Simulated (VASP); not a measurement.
The system is RbBr.

```
Rb Br
1.0
     0.00000    3.46083    3.46083
     3.46083    0.00000    3.46083
     3.46083    3.46083    0.00000
Rb Br
1 1
Direct
  0.00000 0.00000 0.00000
  0.50000 0.50000 0.50000
```

Base run:

* Program: VASP 6.6.1
* Functional: PBE
* Potentials or basis: VASP PAW PBE potentials, release 64 (Rb_sv, Br)
* Cutoff: 520 eV
* k mesh: 6 × 6 × 6
* Occupations: gaussian, width 0.01 eV
* Spin: no spin polarisation

Its results: band gap on the k mesh 4.29 eV; pressure 0.6 GPa.

Problem. The run is repeated on the same cell with these changes: functional from PBE to r2SCAN. What comes out?

Solution. Band gap on the k mesh 4.89 eV; pressure 0.0 GPa.

Caveats: the PAW data sets were made with another functional, which shifts forces and pressure a little (at least some runs).

